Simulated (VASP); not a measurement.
# Li (Im-3m) in VASP: further runs

The runs below take Li through single point, with PBE.

All numbers are computed with VASP 6.6.1; they aren't measurements. Logs are shortened: lines on timing, memory, paths and dates and some standing lists are left out, and cuts for length are marked.

## (1) The cell of the first run

It takes space group Im-3m (No. 229, cubic). Conventional cell: a = 3.431 Å, b = 3.431 Å, c = 3.431 Å, α = 90.00°, β = 90.00°, γ = 90.00°. Within 3.9 Å of Li (site symmetry m-3m) lie 14 Li at 2.97 to 3.43 Å.

## (2) Single point, PBE

Contents of INCAR:

```
SYSTEM = Li
PREC = Accurate
ENCUT = 520
EDIFF = 1E-7
ISMEAR = -1
SIGMA = 0.1
LREAL = .FALSE.
LASPH = .TRUE.
NELM = 60
ALGO = Normal
ISIF = 2
LWAVE = .FALSE.
LCHARG = .FALSE.
GGA = PE
NBANDS = 8
```

Contents of KPOINTS:

```
regular mesh
0
G
  21 21 21
  0 0 0
```

Contents of POSCAR:

```
Li
1.0
   -1.7154150880      1.7154150880      1.7154150880
    1.7154150880     -1.7154150880      1.7154150880
    1.7154150880      1.7154150880     -1.7154150880
Li
1
Direct
    0.0000000000      0.0000000000      0.0000000000
```

Potentials or basis: VASP PAW PBE potentials, release 64 (Li_sv).

Started as:

```console
cat potpaw_PBE.64/Li_sv/POTCAR > POTCAR
mpirun -np 1 vasp_std > vasp.out
```

OUTCAR:

```text
SYSTEM = Li
   PREC = Accurate
   ENCUT = 520
   EDIFF = 1E-7
   ISMEAR = -1
   LREAL = .FALSE.
   LASPH = .TRUE.
   NELM = 60
   ISIF = 2
   GGA = PE

 ion  position               nearest neighbor table
   1  0.000  0.000  0.000-

  LATTYP: Found a body centered cubic cell.
 ALAT       =     3.4308301760

  Lattice vectors:

 A1 = (  -1.7154150880,   1.7154150880,   1.7154150880)
 A2 = (   1.7154150880,  -1.7154150880,   1.7154150880)
 A3 = (   1.7154150880,   1.7154150880,  -1.7154150880)

Analysis of symmetry for initial positions (statically):
=====================================================================
 Subroutine PRICEL returns:
 Original cell was already a primitive cell.

 Routine SETGRP: Setting up the symmetry group for a
 body centered cubic supercell.

 Subroutine GETGRP returns: Found 48 space group operations
 (whereof 48 operations were pure point group operations)
 out of a pool of 48 trial point group operations.

The static configuration has the point symmetry O_h .

Analysis of symmetry for dynamics (positions and initial velocities):
=====================================================================
 Subroutine PRICEL returns:
 Original cell was already a primitive cell.

 Routine SETGRP: Setting up the symmetry group for a
 body centered cubic supercell.

 Subroutine GETGRP returns: Found 48 space group operations
 (whereof 48 operations were pure point group operations)
 out of a pool of 48 trial point group operations.

The dynamic configuration has the point symmetry O_h .

 Subroutine INISYM returns: Found 48 space group operations
 (whereof 48 operations are pure point group operations),
 and found     1 'primitive' translations

----------------------------------------------------------------------------------------

                                     Primitive cell

  volume of cell :      20.1915

  direct lattice vectors                    reciprocal lattice vectors
    -1.715415088  1.715415088  1.715415088     0.000000000  0.291474643  0.291474643
     1.715415088 -1.715415088  1.715415088     0.291474643  0.000000000  0.291474643
     1.715415088  1.715415088 -1.715415088     0.291474643  0.291474643  0.000000000

  length of vectors
     2.971186088  2.971186088  2.971186088     0.412207393  0.412207393  0.412207393

  position of ions in fractional coordinates (direct lattice)
     0.000000000  0.000000000  0.000000000

  ion indices of the primitive-cell ions
   primitive index   ion index
                 1           1

----------------------------------------------------------------------------------------

 KPOINTS: regular mesh

Automatic generation of k-mesh.
 Grid dimensions read from file:
 generate k-points for:   21   21   21

 Generating k-lattice:

  Cartesian coordinates                     Fractional coordinates (reciprocal lattice)
     0.000000000  0.013879745  0.013879745     0.047619048  0.000000000  0.000000000
     0.013879745  0.000000000  0.013879745     0.000000000  0.047619048  0.000000000
     0.013879745  0.013879745  0.000000000     0.000000000  0.000000000  0.047619048

  Length of vectors
     0.019628923  0.019628923  0.019628923

  Shift w.r.t. Gamma in fractional coordinates (k-lattice)
     0.000000000  0.000000000  0.000000000

 Subroutine IBZKPT returns following result:
 ===========================================

 Found    286 irreducible k-points:

 Following reciprocal coordinates:
            Coordinates               Weight
  0.000000  0.000000  0.000000      1.000000
  0.047619  0.000000  0.000000     12.000000
  0.095238  0.000000  0.000000     12.000000
  0.142857  0.000000  0.000000     12.000000
  0.190476  0.000000  0.000000     12.000000
  0.238095  0.000000  0.000000     12.000000
[... 16 lines left out ...]
  0.142857  0.095238  0.000000     48.000000
  0.190476  0.095238  0.000000     48.000000
 [... further k-points ...]
   k-points           NKPTS =    286   k-points in BZ     NKDIM =    286   number of bands    NBANDS=      8
   number of dos      NEDOS =    301   number of ions     NIONS =      1
   total plane-waves  NPLWV =  13824
   dimension x,y,z NGX =    24 NGY =   24 NGZ =   24
   dimension x,y,z NGXF=    48 NGYF=   48 NGZF=   48
   ions per type =               1
   NGX,Y,Z   is equivalent  to a cutoff of  13.43, 13.43, 13.43 a.u.
   NGXF,Y,Z  is equivalent  to a cutoff of  26.86, 26.86, 26.86 a.u.
 SYSTEM =  Li
   PREC   = accura    normal or accurate (medium, high low for compatibility)
   ISTART =      0    job   : 0-new  1-cont  2-samecut
   ICHARG =      2    charge: 1-file 2-atom 10-const
   ISPIN  =      1    spin polarized calculation?
   LNONCOLLINEAR =      F non collinear calculations
   LSORBIT =      F    spin-orbit coupling
   LASPH  =      T    aspherical Exc in radial PAW
   ENCUT  =  520.0 eV  38.22 Ry    6.18 a.u.   5.52  5.52  5.52*2*pi/ulx,y,z
   NELM   =     60;   NELMIN=  2; NELMDL= -5     # of ELM steps
   EDIFF  = 0.1E-06   stopping-criterion for ELM
   LREAL  =      F    real-space projection
   EDIFFG = 0.1E-05   stopping-criterion for IOM
   NSW    =      0    number of steps for IOM
   IBRION =     -1    ionic relax: 0-MD 1-quasi-New 2-CG
   NFREE  =      0    steps in history (QN), initial steepest desc. (CG)
   ISIF   =      2    stress and relaxation
   ISYM   =      2    0-nonsym 1-usesym 2-fastsym
   POTIM  = 0.5000    time-step for ionic-motion
   TEBEG  =    0.0;   TEEND  =   0.0 temperature during run
   PSTRESS=    0.0 pullay stress
   NELECT =       3.0000    total number of electrons
   NUPDOWN=      -1.0000    fix difference up-down
   EMIN   =  10.00;   EMAX   =-10.00  energy-range for DOS
   EFERMI =   0.00;   METHOD = LEGACY
   ISMEAR =    -1;   SIGMA  =   0.10  broadening in eV -4-tet -1-fermi 0-gaus
   EFERMI_NEDOS =   21; number of points for ismear=-14 and -15
   IALGO  =     38    algorithm
   IMIX   =      4    mixing-type and parameters
     AMIX     =   0.40;   BMIX     =  1.00
     AMIX_MAG =   1.60;   BMIX_MAG =  1.00
  volume/ion in A,a.u.               =      20.19       136.26
  Fermi-wavevector in a.u.,A,eV,Ry     =   0.867080  1.638544 10.229246  0.751828
  Thomas-Fermi vector in A             =   1.985563
   LORBIT       =      0    0 simple, 1 ext, 2 COOP (PROOUT), +10 PAW based schemes
   GGA     = PE    functional components
   LHFCALC =     F    Hartree Fock is set to
   AEXX    =    0.0000 exact exchange contribution
   IVDW    =     0    specifies the selected vdW correction
   LEPSILON=     F    determine dielectric tensor
   LRPA    =     F    only Hartree local field effects (RPA)
 non-spin polarized calculation
  energy-cutoff  :      520.00
  volume of cell :       20.19
 maximum number of plane-waves:       563
 NGX is ok and might be reduce to    24
   NGX = 11   NGY = 11   NGZ = 11

 number of electron       3.0000001 magnetization

 Free energy of the ion-electron system (eV)
  ---------------------------------------------------
  ext. energy  EPLUGINS =         0.00000000
  ---------------------------------------------------
  free energy    TOTEN  =        -1.91235273 eV

  energy without entropy =       -1.89627159  energy(sigma->0) =       -1.90431216

 E-fermi :   0.6454     XC(G=0):  -7.0536

 val. band max:        0.6238192662   @ k =   0.2381   0.1905   0.0952
 cond. band min:       0.6622238994   @ k =   0.4286   0.0476  -0.0000
 fundamental gap:      0.0384046332
 Fermi energy:         0.6453503253

 k-point     1 :       0.0000    0.0000    0.0000
  band No.  band energies     occupation
      1     -45.8867      2.00000
      2      -2.9293      2.00000
      3      15.2819      0.00000
      4      15.2819      0.00000
      5      15.2820      0.00000
      6      20.0613      0.00000
      7      20.0613      0.00000
      8      20.0613      0.00000

 k-point     2 :       0.0476    0.0000    0.0000
  band No.  band energies     occupation
      1     -45.8863      2.00000
      2      -2.8862      2.00000
      3      14.9916      0.00000
      4      15.0519      0.00000
      5      15.2059      0.00000
      6      19.2590      0.00000
      7      19.3902      0.00000
      8      20.4039      0.00000

 k-point     3 :       0.0952    0.0000    0.0000
  band No.  band energies     occupation
      1     -45.8850      2.00000
      2      -2.7572      2.00000
      3      14.1072      0.00000
      4      14.5038      0.00000
      5      14.9840      0.00000
      6      18.2527      0.00000
      7      18.4247      0.00000
      8      20.0285      0.00000

 k-point     4 :       0.1429    0.0000    0.0000
  band No.  band energies     occupation
      1     -45.8831      2.00000
      2      -2.5423      2.00000
      3      12.7725      0.00000
      4      13.8470      0.00000
      5      14.6425      0.00000
      6      17.5253      0.00000
      7      17.7109      0.00000
      8      19.8709      0.00000

 k-point     5 :       0.1905    0.0000    0.0000
  band No.  band energies     occupation
      1     -45.8805      2.00000
      2      -2.2411      2.00000
      3      11.2572      0.00000
      4      13.1965      0.00000
      5      14.2309      0.00000
      6      16.7280      0.00000
      7      17.4678      0.00000
      8      19.9615      0.00000
[... 177 lines left out ...]
 k-point    22 :       0.0952    0.0952    0.0000
  band No.  band energies     occupation
      1     -45.8819      2.00000
      2      -2.4130      2.00000
      3      12.6935      0.00000
      4      12.8658      0.00000
      5      14.0802      0.00000
      6      17.5764      0.00000
      7      17.8632      0.00000
      8      19.9634      0.00000

 k-point    23 :       0.1429    0.0952    0.0000
  band No.  band energies     occupation
      1     -45.8795      2.00000
      2      -2.1114      2.00000
      3      11.2691      0.00000
      4      12.1908      0.00000
      5      13.5538      0.00000
      6      17.4348      0.00000
      7      17.6527      0.00000
      8      20.1050      0.00000

 k-point    24 :       0.1905    0.0952    0.0000
  band No.  band energies     occupation
      1     -45.8767      2.00000
      2      -1.7243      2.00000
      3       9.7634      0.00000
      4      11.6209      0.00000
      5      13.0508      0.00000
      6      17.2607      0.00000
      7      17.5071      0.00000
      8      20.3807      0.00000

 [... further k-points ...]

------------------------ aborting loop because EDIFF is reached ----------------------------------------

  FORCE on cell =-STRESS in cart. coord.  units (eV):
  Direction    XX          YY          ZZ          XY          YZ          ZX
  --------------------------------------------------------------------------------------
  -------------------------------------------------------------------------------------
  Total       -0.0019001     -0.0019001     -0.0019001      0.0000000      0.0000000     -0.0000000
  in kB       -0.1507734     -0.1507734     -0.1507734      0.0000000      0.0000000     -0.0000000
  external PRESSURE =      -0.1507734 kB  Pullay stress =       0.0000000 kB

 VOLUME and BASIS-vectors are now :
 -----------------------------------------------------------------------------
  energy-cutoff  :      520.00
  volume of cell :       20.19
      direct lattice vectors                 reciprocal lattice vectors
    -1.715415088  1.715415088  1.715415088     0.000000000  0.291474643  0.291474643
     1.715415088 -1.715415088  1.715415088     0.291474643  0.000000000  0.291474643
     1.715415088  1.715415088 -1.715415088     0.291474643  0.291474643  0.000000000

 POSITION                                       TOTAL-FORCE (eV/Angst)
 -----------------------------------------------------------------------------------
      0.00000      0.00000      0.00000        -0.000000     -0.000000      0.000000
 -----------------------------------------------------------------------------------
    total drift:                               -0.000000      0.000000     -0.000000

  FREE ENERGIE OF THE ION-ELECTRON SYSTEM (eV)
  ---------------------------------------------------
  free  energy   TOTEN  =        -1.9123527291 eV

  energy  without entropy=       -1.8962715884  energy(sigma->0) =       -1.90431216
```

It took 45 s on 1 thread of Intel Xeon 8259CL, shared host; peak memory 0.15 GiB.

Results:

| Item | Value |
| --- | --- |
| Free energy | -1.9124 eV |
| Band gap on the k mesh | zero (an odd number of electrons rules out a gap without spin polarisation) |

Caveat: the cutoff is under 1.25 times the usual one of these potentials, so pressure, stress and relaxed cells hold a basis-set (Pulay) error.

[end of part 1 of 2]
